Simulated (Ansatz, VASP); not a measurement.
**Ti: VASP beside Ansatz**

The input INCAR:

```
PREC     = Accurate       # precision mode
ENCUT    = 400            # plane-wave cutoff, eV
EDIFF    = 1E-8           # SCF threshold, eV
ISMEAR   = -1             # smearing method
SIGMA    = 0.05           # smearing width, eV
LREAL    = False          # projectors in reciprocal space
LASPH    = True           # aspherical terms in the spheres
NELM     = 120            # most SCF steps
ALGO     = Normal         # electronic algorithm
ISIF     = 2              # what is computed and relaxed
LWAVE    = False          # write WAVECAR
LCHARG   = False          # write CHGCAR
LEFG     = True         
NBANDS   = 12             # bands
GGA_COMPAT= False
```

File KPOINTS:

```
regular mesh
0
Gamma
  15 15 15
```

The input POSCAR:

```
Ti
1.0
    0.0000000000      2.0698140295      2.0698140295
    2.0698140295      0.0000000000      2.0698140295
    2.0698140295      2.0698140295      0.0000000000
Ti
1
Direct
    0.0000000000      0.0000000000      0.0000000000
```

Input for Ansatz:

```yaml
crystal:
  lattice:
    - [0.0, 2.0698140295, 2.0698140295]
    - [2.0698140295, 0.0, 2.0698140295]
    - [2.0698140295, 2.0698140295, 0.0]
  atoms:
    - { symbol: Ti, position: [0.0, 0.0, 0.0] }
kpoints:
  mp_grid: { grid: [15, 15, 15] }
scf:
  occupations: { method: fermi_dirac, width: 0.05 }
hamiltonian:
  xc: lda
  pseudopotentials: { kind: all_electron, datasets: crystal }
output:
  forces: true
  stress: true
  eigenvalues: true
  efg: { contact_densities: true }
```

Change from the starting cell: volume scaled by 1.06, crystal datasets.

Alike in both runs: task electric field gradients; functional LDA; k mesh 15 × 15 × 15; occupations fermi-dirac, width 0.05 eV; no spin polarisation.

```csv
,VASP,Ansatz
version,VASP 6.6.1,Ansatz 0.2.0
potentials or method,"VASP PAW LDA potentials, release 64 (Ti_sv), cutoff 400 eV","all-electron PAW with datasets made for the crystal, scalar-relativistic"
```

Ansatz gave:

```
pressure (GPa) : -10.4
```

Q: Estimate VASP's values.

A: Pressure (GPa): -11.1.

LDA's correlation is that of Perdew and Zunger in VASP and of Perdew and Wang (1992) in Ansatz. Ansatz ran all-electron here, and VASP with PAW potentials.
